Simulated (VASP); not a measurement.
A run of VASP 6.6.1 is set up as follows.

INCAR

```
PREC     = Accurate       # precision mode
ENCUT    = 520            # plane-wave cutoff, eV
EDIFF    = 1E-7           # SCF threshold, eV
ISMEAR   = 0              # smearing method
SIGMA    = 0.01           # smearing width, eV
LREAL    = F              # projectors in reciprocal space
LASPH    = T              # aspherical terms in the spheres
NELM     = 60             # most SCF steps
ALGO     = Normal         # electronic algorithm
ISIF     = 2              # what is computed and relaxed
LWAVE    = F              # write WAVECAR
LCHARG   = F              # write CHGCAR
GGA      = PE             # functional
NBANDS   = 15             # bands
```

The input KPOINTS:

```
Automatic mesh
0
Gamma
  6 6 6
```

File POSCAR:

```
SrO
1.0
    0.0000000000      2.5798927166      2.5798927166
    2.5798927166      0.0000000000      2.5798927166
    2.5798927166      2.5798927166      0.0000000000
Sr O
1 1
Direct
    0.5000000000      0.5000000000      0.5000000000
    0.0000000000      0.0000000000      0.0000000000
```

Potentials or basis: VASP PAW PBE potentials, release 64 (Sr_sv, O).

Run with:

```bash
$ cat potpaw_PBE.64/Sr_sv/POTCAR potpaw_PBE.64/O/POTCAR > POTCAR
$ mpirun -np 1 vasp_std > vasp.out
```

**Question.** Estimate the pressure.

**Answer.** 2.4 GPa.

**Question.** Estimate the band gap on the k mesh.

**Answer.** 3.27 eV, indirect (least direct gap 3.37 eV).

A k mesh can miss the band edges.
